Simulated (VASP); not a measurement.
# TaBe3Al (Pm-3m) in VASP: further runs, part 2 of 2

VASP 6.6.1.

**5. Single point, PBE**

This run uses another cell than the first one, of 17.61 Å³/atom, 1.706 times its volume.

File INCAR:

```
SYSTEM = TaBe3Al
  PREC = Accurate
  ENCUT = 520
  EDIFF = 1E-6
  ISMEAR = 0
  SIGMA = 0.1
  LREAL = .FALSE.
  LASPH = .TRUE.
  NELM = 100
  ALGO = Normal
  ISIF = 2
  LWAVE = .FALSE.
  LCHARG = .TRUE.
  GGA = PE
  LELF = .TRUE.
  LVHAR = .TRUE.
  NBANDS = 18
```

File KPOINTS:

```
regular mesh
0
G
  8 8 8
  0 0 0
```

File POSCAR:

```
TaBe3Al
1.0
    4.4489319302      0.0000000000      0.0000000000
    0.0000000000      4.4489319302      0.0000000000
    0.0000000000      0.0000000000      4.4489319302
Ta Be Al
1 3 1
Direct
    0.5000000000      0.5000000000      0.5000000000
    0.0000000000      0.5000000000      0.5000000000
    0.5000000000      0.0000000000      0.5000000000
    0.5000000000      0.5000000000      0.0000000000
    0.0000000000      0.0000000000      0.0000000000
```

Potentials or basis: VASP PAW PBE potentials, release 64 (Ta_pv, Be, Al).

The run is started by

```bash
$ cat potpaw_PBE.64/Ta_pv/POTCAR potpaw_PBE.64/Be/POTCAR potpaw_PBE.64/Al/POTCAR > POTCAR
$ mpirun -np 1 vasp_std > vasp.out
```

OUTCAR:

```text
SYSTEM = TaBe3Al
   PREC = Accurate
   ENCUT = 520
   EDIFF = 1E-6
   ISMEAR = 0
   LREAL = .FALSE.
   LASPH = .TRUE.
   NELM = 100
   ISIF = 2
   GGA = PE

 ion  position               nearest neighbor table
   1  0.500  0.500  0.500-   2 2.22   3 2.22   4 2.22   4 2.22   3 2.22   2 2.22
   2  0.000  0.500  0.500-   1 2.22   1 2.22
   3  0.500  0.000  0.500-   1 2.22   1 2.22
   4  0.500  0.500  0.000-   1 2.22   1 2.22
   5  0.000  0.000  0.000-

  LATTYP: Found a simple cubic cell.
 ALAT       =     4.4489319302

  Lattice vectors:

 A1 = (   4.4489319302,   0.0000000000,   0.0000000000)
 A2 = (   0.0000000000,   4.4489319302,   0.0000000000)
 A3 = (   0.0000000000,   0.0000000000,   4.4489319302)

Analysis of symmetry for initial positions (statically):
=====================================================================
 Subroutine PRICEL returns:
 Original cell was already a primitive cell.

 Routine SETGRP: Setting up the symmetry group for a
 simple cubic supercell.

 Subroutine GETGRP returns: Found 48 space group operations
 (whereof 48 operations were pure point group operations)
 out of a pool of 48 trial point group operations.

The static configuration has the point symmetry O_h .

Analysis of symmetry for dynamics (positions and initial velocities):
=====================================================================
 Subroutine PRICEL returns:
 Original cell was already a primitive cell.

 Routine SETGRP: Setting up the symmetry group for a
 simple cubic supercell.

 Subroutine GETGRP returns: Found 48 space group operations
 (whereof 48 operations were pure point group operations)
 out of a pool of 48 trial point group operations.

The dynamic configuration has the point symmetry O_h .

 Subroutine INISYM returns: Found 48 space group operations
 (whereof 48 operations are pure point group operations),
 and found     1 'primitive' translations

----------------------------------------------------------------------------------------

                                     Primitive cell

  volume of cell :      88.0577

  direct lattice vectors                    reciprocal lattice vectors
     4.448931930  0.000000000  0.000000000     0.224773050  0.000000000  0.000000000
     0.000000000  4.448931930  0.000000000     0.000000000  0.224773050  0.000000000
     0.000000000  0.000000000  4.448931930     0.000000000  0.000000000  0.224773050

  length of vectors
     4.448931930  4.448931930  4.448931930     0.224773050  0.224773050  0.224773050

  position of ions in fractional coordinates (direct lattice)
     0.500000000  0.500000000  0.500000000
     0.000000000  0.500000000  0.500000000
     0.500000000  0.000000000  0.500000000
     0.500000000  0.500000000  0.000000000
     0.000000000  0.000000000  0.000000000

  ion indices of the primitive-cell ions
   primitive index   ion index
                 1           1
                 2           2
                 3           3
                 4           4
                 5           5

----------------------------------------------------------------------------------------

 KPOINTS: regular mesh

Automatic generation of k-mesh.
 Grid dimensions read from file:
 generate k-points for:    8    8    8

 Generating k-lattice:

  Cartesian coordinates                     Fractional coordinates (reciprocal lattice)
     0.028096631  0.000000000  0.000000000     0.125000000  0.000000000  0.000000000
     0.000000000  0.028096631  0.000000000     0.000000000  0.125000000  0.000000000
     0.000000000  0.000000000  0.028096631     0.000000000  0.000000000  0.125000000

  Length of vectors
     0.028096631  0.028096631  0.028096631

  Shift w.r.t. Gamma in fractional coordinates (k-lattice)
     0.000000000  0.000000000  0.000000000

 Subroutine IBZKPT returns following result:
 ===========================================

 Found     35 irreducible k-points:

 Following reciprocal coordinates:
            Coordinates               Weight
  0.000000  0.000000  0.000000      1.000000
  0.125000  0.000000  0.000000      6.000000
  0.250000  0.000000  0.000000      6.000000
  0.375000  0.000000  0.000000      6.000000
  0.500000  0.000000  0.000000      3.000000
  0.125000  0.125000  0.000000     12.000000
[... 16 lines left out ...]
  0.375000  0.375000  0.125000     24.000000
  0.500000  0.375000  0.125000     24.000000
 [... further k-points ...]
   k-points           NKPTS =     35   k-points in BZ     NKDIM =     35   number of bands    NBANDS=     18
   number of dos      NEDOS =    301   number of ions     NIONS =      5
   total plane-waves  NPLWV =  46656
   dimension x,y,z NGX =    36 NGY =   36 NGZ =   36
   dimension x,y,z NGXF=    72 NGYF=   72 NGZF=   72
   ions per type =               1   3   1
   NGX,Y,Z   is equivalent  to a cutoff of  13.45, 13.45, 13.45 a.u.
   NGXF,Y,Z  is equivalent  to a cutoff of  26.90, 26.90, 26.90 a.u.
 SYSTEM =  TaBe3Al
   PREC   = accura    normal or accurate (medium, high low for compatibility)
   ISTART =      0    job   : 0-new  1-cont  2-samecut
   ICHARG =      2    charge: 1-file 2-atom 10-const
   ISPIN  =      1    spin polarized calculation?
   LNONCOLLINEAR =      F non collinear calculations
   LSORBIT =      F    spin-orbit coupling
   LASPH  =      T    aspherical Exc in radial PAW
   ENCUT  =  520.0 eV  38.22 Ry    6.18 a.u.   8.27  8.27  8.27*2*pi/ulx,y,z
   NELM   =    100;   NELMIN=  2; NELMDL= -5     # of ELM steps
   EDIFF  = 0.1E-05   stopping-criterion for ELM
   LREAL  =      F    real-space projection
   EDIFFG = 0.1E-04   stopping-criterion for IOM
   NSW    =      0    number of steps for IOM
   IBRION =     -1    ionic relax: 0-MD 1-quasi-New 2-CG
   NFREE  =      0    steps in history (QN), initial steepest desc. (CG)
   ISIF   =      2    stress and relaxation
   ISYM   =      2    0-nonsym 1-usesym 2-fastsym
   POTIM  = 0.5000    time-step for ionic-motion
   TEBEG  =    0.0;   TEEND  =   0.0 temperature during run
   PSTRESS=    0.0 pullay stress
   NELECT =      20.0000    total number of electrons
   NUPDOWN=      -1.0000    fix difference up-down
   EMIN   =  10.00;   EMAX   =-10.00  energy-range for DOS
   EFERMI =   0.00;   METHOD = LEGACY
   ISMEAR =     0;   SIGMA  =   0.10  broadening in eV -4-tet -1-fermi 0-gaus
   EFERMI_NEDOS =   21; number of points for ismear=-14 and -15
   IALGO  =     38    algorithm
   IMIX   =      4    mixing-type and parameters
     AMIX     =   0.40;   BMIX     =  1.00
     AMIX_MAG =   1.60;   BMIX_MAG =  1.00
  volume/ion in A,a.u.               =      17.61       118.85
  Fermi-wavevector in a.u.,A,eV,Ry     =   0.998840  1.887533 13.574267  0.997680
  Thomas-Fermi vector in A             =   2.131090
   LORBIT       =      0    0 simple, 1 ext, 2 COOP (PROOUT), +10 PAW based schemes
   GGA     = PE    functional components
   LHFCALC =     F    Hartree Fock is set to
   AEXX    =    0.0000 exact exchange contribution
   IVDW    =     0    specifies the selected vdW correction
   LEPSILON=     F    determine dielectric tensor
   LRPA    =     F    only Hartree local field effects (RPA)
 non-spin polarized calculation
 Gauss-broadening in eV      SIGMA  =   0.10
  energy-cutoff  :      520.00
  volume of cell :       88.06
 maximum number of plane-waves:      2392
 NGX is ok and might be reduce to    36
   NGX = 17   NGY = 17   NGZ = 17

 number of electron      20.0000000 magnetization

 Free energy of the ion-electron system (eV)
  ---------------------------------------------------
  ext. energy  EPLUGINS =         0.00000000
  ---------------------------------------------------
  free energy    TOTEN  =       -18.94381936 eV

  energy without entropy =      -18.92554890  energy(sigma->0) =      -18.93468413

 E-fermi :   2.7942     XC(G=0):  -9.3757

 val. band max:        2.7808945471   @ k =   0.5000   0.3750   0.2500
 cond. band min:       2.8305591633   @ k =   0.5000   0.5000   0.3750
 fundamental gap:      0.0496646162
 Fermi energy:         2.7942455632

 k-point     1 :       0.0000    0.0000    0.0000
  band No.  band energies     occupation
      1     -30.2397      2.00000
      2     -30.2397      2.00000
      3     -30.2397      2.00000
      4      -4.4188      2.00000
      5       0.8354      2.00000
      6       0.8354      2.00000
[... 10 lines left out ...]
     17       8.1728      0.00000
     18       8.1728      0.00000
[... 466 lines left out ...]
      2     -30.2331      2.00000
      3     -30.2322      2.00000
      4      -1.8422      2.00000
      5      -1.4945      2.00000
      6       0.1806      2.00000
[... 10 lines left out ...]
     17       9.1804      0.00000
     18       9.5084      0.00000

 [... further k-points ...]
[... 5 lines left out ...]
  --------------------------------------------------------------------------------------
  -------------------------------------------------------------------------------------
  Total        0.0239668      0.0239668      0.0239668      0.0000000      0.0000000     -0.0000000
  in kB        0.4360680      0.4360680      0.4360680      0.0000000      0.0000000     -0.0000000
  external PRESSURE =       0.4360680 kB  Pullay stress =       0.0000000 kB

 VOLUME and BASIS-vectors are now :
 -----------------------------------------------------------------------------
  energy-cutoff  :      520.00
  volume of cell :       88.06
      direct lattice vectors                 reciprocal lattice vectors
     4.448931930  0.000000000  0.000000000     0.224773050  0.000000000  0.000000000
     0.000000000  4.448931930  0.000000000     0.000000000  0.224773050  0.000000000
     0.000000000  0.000000000  4.448931930     0.000000000  0.000000000  0.224773050

 POSITION                                       TOTAL-FORCE (eV/Angst)
 -----------------------------------------------------------------------------------
      2.22447      2.22447      2.22447         0.000000      0.000000      0.000000
      0.00000      2.22447      2.22447         0.000000      0.000000      0.000000
      2.22447      0.00000      2.22447         0.000000      0.000000      0.000000
      2.22447      2.22447      0.00000         0.000000      0.000000      0.000000
      0.00000      0.00000      0.00000         0.000000      0.000000      0.000000
 -----------------------------------------------------------------------------------
    total drift:                                0.000000      0.000000      0.000000

  FREE ENERGIE OF THE ION-ELECTRON SYSTEM (eV)
  ---------------------------------------------------
  free  energy   TOTEN  =       -18.9438193634 eV

  energy  without entropy=      -18.9255488957  energy(sigma->0) =      -18.93468413
```

OSZICAR:

```text
N       E                     dE             d eps       ncg     rms          rms(c)
DAV:   1     0.764637419419E+02    0.76464E+02   -0.93725E+03  1324   0.926E+02
DAV:   2    -0.167026197223E+02   -0.93166E+02   -0.89695E+02  1504   0.209E+02
DAV:   3    -0.201381279794E+02   -0.34355E+01   -0.33202E+01  1722   0.365E+01
DAV:   4    -0.201959787929E+02   -0.57851E-01   -0.57668E-01  1564   0.496E+00
DAV:   5    -0.201969672324E+02   -0.98844E-03   -0.98746E-03  1760   0.693E-01    0.138E+01
DAV:   6    -0.190838822388E+02    0.11131E+01   -0.16790E+00  1616   0.495E+00    0.720E+00
DAV:   7    -0.189457541860E+02    0.13813E+00   -0.64077E-01  1646   0.441E+00    0.165E+00
DAV:   8    -0.189443242013E+02    0.14300E-02   -0.26543E-02  1686   0.892E-01    0.648E-01
DAV:   9    -0.189437735821E+02    0.55062E-03   -0.48280E-03  1522   0.352E-01    0.122E-01
DAV:  10    -0.189438183558E+02   -0.44774E-04   -0.22385E-04  1702   0.897E-02    0.530E-02
DAV:  11    -0.189438191016E+02   -0.74580E-06   -0.15055E-05  1602   0.200E-02    0.481E-03
DAV:  12    -0.189438193634E+02   -0.26182E-06   -0.75167E-07  1042   0.546E-03
   1 F= -.18943819E+02 E0= -.18934684E+02  d E =-.182705E-01
```

It took 94 s on 1 thread of AMD EPYC 7R13, shared host; peak memory 0.21 GiB.

What came out:

```yaml
Free_energy: -18.9438 eV
Pressure: 0.0 GPa
Band_gap_on_the_k_mesh: zero (band 10 reaches 4.14 eV, above the bottom of band 11 at 1.87 eV)
```

Levels at points of the mesh, in eV from the Fermi level:
| k point | band 7 | band 8 | band 9 | band 10 | band 11 | band 12 | band 13 | band 14 |
| --- | --- | --- | --- | --- | --- | --- | --- | --- |
| (0.00, 0.00, 0.00) | -0.47 | -0.47 | -0.47 | -0.12 | 1.42 | 1.42 | 1.42 | 4.83 |
| (0.50, 0.00, 0.00) | -0.90 | -0.75 | -0.75 | 1.35 | 1.35 | 1.56 | 1.69 | 2.34 |
| (0.50, 0.50, 0.00) | -2.95 | -0.99 | -0.68 | -0.22 | -0.22 | 0.96 | 2.97 | 3.30 |
| (0.50, 0.50, 0.50) | -2.77 | -2.64 | -0.92 | -0.92 | -0.92 | -0.65 | -0.65 | 4.10 |

Caveat: spin-orbit coupling is left out, which moves the levels of the heavy elements.

**6. Relaxation of cell and atoms, PBE**

This run uses another cell than the first one, of 17.51 Å³/atom, 1.696 times its volume.

File INCAR:

```
SYSTEM = TaBe3Al
PREC     = Accurate       ! precision mode
ENCUT    = 600            ! plane-wave cutoff, eV
EDIFF    = 1E-6           ! SCF threshold, eV
ISMEAR   = 0              ! smearing method
SIGMA    = 0.1            ! smearing width, eV
LREAL    = .False.        ! projectors in reciprocal space
LASPH    = .True.         ! aspherical terms in the spheres
NELM     = 80             ! most SCF steps
ALGO     = Fast           ! electronic algorithm
ISIF     = 3              ! what is computed and relaxed
LWAVE    = .False.        ! write WAVECAR
LCHARG   = .False.        ! write CHGCAR
GGA      = PE             ! functional
IBRION   = 2              ! ionic algorithm
NSW      = 100            ! ionic steps
EDIFFG   = -0.01          ! ionic threshold
```

File KPOINTS:

```
regular mesh
0
Gamma
  8 8 8
  0 0 0
```

Changes to POSCAR since step 5:

```diff
@@ -2,5 +2,5 @@
 1.0
-    4.4489319302      0.0000000000      0.0000000000
-    0.0000000000      4.4489319302      0.0000000000
-    0.0000000000      0.0000000000      4.4489319302
+    4.4406490277      0.0000000000      0.0000000000
+    0.0000000000      4.4406490277      0.0000000000
+    0.0000000000      0.0000000000      4.4406490277
 Ta Be Al
```

Potentials or basis: VASP PAW PBE potentials, release 64 (Ta_pv, Be, Al).

The run is started by

```bash
$ cat potpaw_PBE.64/Ta_pv/POTCAR potpaw_PBE.64/Be/POTCAR potpaw_PBE.64/Al/POTCAR > POTCAR
$ mpirun -np 1 vasp_std > vasp.out
```

Run time: 2.3 min. Hardware: 1 thread of AMD EPYC 7R13, shared host; peak memory 0.22 GiB.

Results (log left out):

- Free energy: -18.9440 eV
- Relaxed volume: 17.61 Å³/atom
- Relaxed cell: a = 4.448 Å, b = 4.448 Å, c = 4.448 Å, α = 90.00°, β = 90.00°, γ = 90.00°
- Space group after relaxing (to 0.05 Å): Pm-3m (No. 221)
- Energy gained by relaxing: 0.1 meV/atom
- Ionic steps: 2
- Pressure after relaxing: 0.1 GPa
- Band gap on the k mesh: zero (band 10 reaches 4.15 eV, above the bottom of band 11 at 1.87 eV)

Step by step:
| step | energy change (eV) | largest force (eV/Å) | pressure (GPa) | volume (Å³) |
| --- | --- | --- | --- | --- |
| 1 | 0.0000 | 0.0000 | 0.33 | 87.57 |
| 2 | -0.0006 | 0.0000 | 0.07 | 88.03 |

Final structure:
```cif
data_structure
_symmetry_space_group_name_H-M 'P 1'
_symmetry_Int_Tables_number 1
_cell_length_a 4.4484
_cell_length_b 4.4484
_cell_length_c 4.4484
_cell_angle_alpha 90.000
_cell_angle_beta 90.000
_cell_angle_gamma 90.000
_cell_volume 88.03
loop_
_atom_site_label
_atom_site_type_symbol
_atom_site_fract_x
_atom_site_fract_y
_atom_site_fract_z
_atom_site_occupancy
Ta1 Ta 0.50000 0.50000 0.50000 1
Be1 Be 0.00000 0.50000 0.50000 1
Be2 Be 0.50000 0.00000 0.50000 1
Be3 Be 0.50000 0.50000 0.00000 1
Al1 Al 0.00000 0.00000 0.00000 1
```

Levels at points of the mesh, in eV from the Fermi level:
```tsv
k point	band 8	band 9	band 10	band 11	band 12	band 13
(0.00, 0.00, 0.00)	-0.47	-0.47	-0.12	1.42	1.42	1.42
(0.50, 0.00, 0.00)	-0.75	-0.75	1.35	1.35	1.56	1.70
(0.50, 0.50, 0.00)	-0.99	-0.68	-0.22	-0.22	0.96	2.97
(0.50, 0.50, 0.50)	-2.64	-0.92	-0.92	-0.92	-0.65	-0.65
```

Caveat: spin-orbit coupling is left out, which moves the levels of the heavy elements.

**7. The runs side by side**

| task | cell | k mesh | cutoff (eV) | gap on the mesh (eV) | pressure (GPa) | relaxed volume (Å³/atom) |
| --- | --- | --- | --- | --- | --- | --- |
| single point | a = 3.724 Å, 5 atoms | 6 × 6 × 6 | 520 | none | 74.7 | - |
| single point | a = 4.441 Å, 5 atoms | 6 × 6 × 6 | 520 | none | 0.1 | - |
| relaxation of cell and atoms | relaxed from a = 3.724 Å, 5 atoms | 6 × 6 × 6 | 600 | none | -0.1 | 17.58 |
| single point | a = 4.449 Å, 5 atoms | 8 × 8 × 8 | 520 | none | 0.0 | - |
| relaxation of cell and atoms | relaxed from a = 4.441 Å, 5 atoms | 8 × 8 × 8 | 600 | none | 0.1 | 17.61 |

Alike in all rows: level PBE; potentials or basis VASP PAW PBE potentials, release 64 (Ta_pv, Be, Al); no spin polarisation; smearing gaussian 0.1 eV.

Caveats: spin-orbit coupling is left out, which moves the levels of the heavy elements; the volume moved by over 15 % at a fixed basis, so the end points are rough (some runs).

Total energies depend on the potentials used, so only differences within one code and one set of settings carry meaning.
